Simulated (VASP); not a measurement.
# WC (I4/mmm) in VASP: further runs, part 2 of 2

VASP 6.6.1. The steps go on from the part before.

## 5. Single point, PBE (strain +0.0100 x Voigt [1, 0, 0, 0, 0, 0])

The input, INCAR:

```
PREC = Accurate ; ENCUT = 520
EDIFF = 1E-7 ; ISMEAR = 0
SIGMA = 0.15 ; LREAL = False
LASPH = True ; NELM = 100
ALGO = Normal ; ISIF = 2
LWAVE = False ; LCHARG = True
GGA = PE ; LELF = True
LVHAR = True ; NBANDS = 16
```

The input, KPOINTS:

```
Automatic mesh
0
Gamma
  24 24 24
```

The input, POSCAR:

```
WC
1.0
    0.0000000000      2.1900108577      2.1900108577
    2.2119109663      0.0000000000      2.1900108577
    2.2119109663      2.1900108577      0.0000000000
W C
1 1
Direct
    0.0000000000      0.0000000000      0.0000000000
    0.5000000000      0.5000000000      0.5000000000
```

Potentials or basis: VASP PAW PBE potentials, release 64 (W_sv, C).

Command:

```
$ cat potpaw_PBE.64/W_sv/POTCAR potpaw_PBE.64/C/POTCAR > POTCAR
$ mpirun -np 1 vasp_std > vasp.out
```

OUTCAR:

```text
PREC = Accurate
   ENCUT = 520
   EDIFF = 1E-7
   ISMEAR = 0
   LREAL = False
   LASPH = True
   NELM = 100
   ISIF = 2
   GGA = PE

 ion  position               nearest neighbor table
   1  0.000  0.000  0.000-   2 2.19   2 2.19   2 2.19   2 2.19   2 2.21   2 2.21
   2  0.500  0.500  0.500-   1 2.19   1 2.19   1 2.19   1 2.19   1 2.21   1 2.21

  LATTYP: Found a body centered tetragonal cell.
 ALAT       =     3.0971430567
 C/A-ratio  =     1.4283556980

  Lattice vectors:
[... 642 lines left out ...]
 [... further k-points ...]

------------------------ aborting loop because EDIFF is reached ----------------------------------------

  FORCE on cell =-STRESS in cart. coord.  units (eV):
  Direction    XX          YY          ZZ          XY          YZ          ZX
  --------------------------------------------------------------------------------------
  -------------------------------------------------------------------------------------
  Total       -0.8068120     -0.1142458     -0.1142458      0.0000000      0.0000000     -0.0000000
  in kB      -60.9246138     -8.6270172     -8.6270172      0.0000000      0.0000000     -0.0000000
  external PRESSURE =     -26.0595494 kB  Pullay stress =       0.0000000 kB

 VOLUME and BASIS-vectors are now :
 -----------------------------------------------------------------------------
  energy-cutoff  :      520.00
  volume of cell :       21.22
      direct lattice vectors                 reciprocal lattice vectors
     0.000000000  2.190010858  2.190010858    -0.226048882  0.228309370  0.228309370
     2.211910966  0.000000000  2.190010858     0.226048882 -0.228309370  0.228309370
     2.211910966  2.190010858  0.000000000     0.226048882  0.228309370 -0.228309370

 POSITION                                       TOTAL-FORCE (eV/Angst)
 -----------------------------------------------------------------------------------
      0.00000      0.00000      0.00000        -0.000000      0.000000      0.000000
      2.21191      2.19001      2.19001         0.000000     -0.000000      0.000000
 -----------------------------------------------------------------------------------
    total drift:                                0.000000     -0.000000     -0.000000

  FREE ENERGIE OF THE ION-ELECTRON SYSTEM (eV)
  ---------------------------------------------------
  free  energy   TOTEN  =       -21.5562565024 eV

  energy  without entropy=      -21.5448766606  energy(sigma->0) =      -21.55056658
```

stdout:

```text
POSCAR found type information on POSCAR W C
 POSCAR found :  2 types and       2 ions
 scaLAPACK will be used
 LDA part: xc-table for (Slater+PW92), standard interpolation
 POSCAR, INCAR and KPOINTS ok, starting setup
 FFT: planning ... GRIDC
 FFT: planning ... GRID_SOFT
 FFT: planning ... GRID
 WAVECAR not read
 entering main loop
```

Run time: 5.5 min. Hardware: 1 thread of Intel Xeon Platinum 8259CL at 2.50GHz (Skylake/Cascade Lake), shared host; peak memory 0.44 GiB.

Results:

```yaml
Free_energy: -21.5563 eV
Pressure: -2.6 GPa
Band_gap_on_the_k_mesh: zero (bands 9 and 10 overlap by 3.08 eV)
```

Stress tensor (GPa, compression positive):
```
-6.09  0.00  0.00
 0.00 -0.86  0.00
 0.00  0.00 -0.86
```

Levels at points of the mesh, in eV from the Fermi level:
| k point | band 5 | band 6 | band 7 | band 8 | band 9 | band 10 | band 11 | band 12 | band 13 | band 14 |
| --- | --- | --- | --- | --- | --- | --- | --- | --- | --- | --- |
| (0.00, 0.00, 0.00) | -15.74 | -2.79 | -2.67 | -2.67 | -1.07 | -1.03 | -1.03 | -1.01 | -0.89 | 6.44 |
| (0.50, 0.00, 0.00) | -11.19 | -9.72 | -6.53 | -6.52 | 1.00 | 1.08 | 2.31 | 4.92 | 8.59 | 8.84 |
| (0.50, 0.50, 0.00) | -13.52 | -5.70 | -5.53 | -2.51 | -2.49 | 0.85 | 2.20 | 2.31 | 5.44 | 7.17 |
| (0.00, 0.50, 0.50) | -13.54 | -5.70 | -5.64 | -2.44 | -2.44 | 0.84 | 2.25 | 2.25 | 5.28 | 7.26 |

Caveat: the cell differs from its parent crystal (strain +0.0100 x Voigt [1, 0, 0, 0, 0, 0]); the stress differs along the axes, from -6 to -1 GPa; spin-orbit coupling is left out, which moves the levels of the heavy elements.

## 6. Single point, PBE (strain +0.0300 x Voigt [1, 0, 0, 0, 0, 0])

The input, INCAR:

```
  ALGO = Normal
  EDIFF = 1E-6
  ENCUT = 520
  GGA = PE
  ISIF = 2
  ISMEAR = 0
  LASPH = True
  LCHARG = False
  LREAL = False
  LWAVE = False
  NBANDS = 16
  NELM = 80
  PREC = Accurate
  SIGMA = 0.15
```

The input, KPOINTS:

```
k-points
0
Gamma
  24 24 24
```

The input, POSCAR:

```
WC
1.0
    0.0000000000      2.1900108577      2.1900108577
    2.2557111834      0.0000000000      2.1900108577
    2.2557111834      2.1900108577      0.0000000000
W C
1 1
Direct
    0.0000000000      0.0000000000      0.0000000000
    0.5000000000      0.5000000000      0.5000000000
```

Potentials or basis: VASP PAW PBE potentials, release 64 (W_sv, C).

Command:

```
$ cat potpaw_PBE.64/W_sv/POTCAR potpaw_PBE.64/C/POTCAR > POTCAR
$ mpirun -np 1 vasp_std > vasp.out
```

It took 5.5 min on 1 thread of Intel Xeon Platinum 8259CL at 2.50GHz (Skylake/Cascade Lake), shared host; peak memory 0.45 GiB.

The run converged. Its results:

```yaml
Free_energy: -21.5248 eV
Pressure: -8.7 GPa
Band_gap_on_the_k_mesh: zero (bands 9 and 10 overlap by 2.90 eV)
```

Stress tensor (GPa, compression positive):
```
-17.55   0.00   0.00
  0.00  -4.26   0.00
  0.00   0.00  -4.26
```

Levels at points of the mesh, in eV from the Fermi level:
```
           k point  band 5  band 6  band 7  band 8  band 9  band 10  band 11  band 12  band 13  band 14
(0.00, 0.00, 0.00)  -15.56   -2.86   -2.51   -2.51   -1.12    -1.07    -0.96    -0.96    -0.76     6.28
(0.50, 0.00, 0.00)  -11.13   -9.55   -6.41   -6.36    0.91     1.12     2.26     4.89     8.12     8.87
(0.50, 0.50, 0.00)  -13.34   -5.55   -5.40   -2.52   -2.48     0.81     2.01     2.34     5.37     6.91
(0.00, 0.50, 0.50)  -13.41   -5.71   -5.54   -2.31   -2.31     0.79     2.17     2.17     4.90     7.16
```

Caveat: the cell differs from its parent crystal (strain +0.0300 x Voigt [1, 0, 0, 0, 0, 0]); the stress differs along the axes, from -18 to -4 GPa; spin-orbit coupling is left out, which moves the levels of the heavy elements.

## 7. The runs side by side

| cell | gap on the mesh (eV) | pressure (GPa) |
| --- | --- | --- |
| a = 3.097, b = 3.036, c = 3.036 Å, angles 61.3, 59.3, 59.3°, 2 atoms | none | 18.9 |
| a = 3.097, b = 3.051, c = 3.051 Å, angles 61.0, 59.5, 59.5°, 2 atoms | none | 13.7 |
| a = 3.097, b = 3.066, c = 3.066 Å, angles 60.7, 59.7, 59.7°, 2 atoms | none | 9.0 |
| a = 3.097, b = 3.113, c = 3.113 Å, angles 59.7, 60.2, 60.2°, 2 atoms | none | -2.6 |
| a = 3.097, b = 3.144, c = 3.144 Å, angles 59.0, 60.5, 60.5°, 2 atoms | none | -8.7 |

Alike in all rows: task single point; level PBE; potentials or basis VASP PAW PBE potentials, release 64 (W_sv, C); no spin polarisation; k mesh 24 × 24 × 24; cutoff (eV) 520; smearing gaussian 0.15 eV.

Caveats: spin-orbit coupling is left out, which moves the levels of the heavy elements; the stress differs along the axes, from 9 to 39 GPa (at least some runs); the stress differs along the axes, from 7 to 28 GPa (at least some runs); the stress differs along the axes, from 5 to 18 GPa (at least some runs); the stress differs along the axes, from -6 to -1 GPa (at least some runs); the stress differs along the axes, from -18 to -4 GPa (at least some runs).

Total energies depend on the potentials used, so only differences within one code and one set of settings carry meaning.
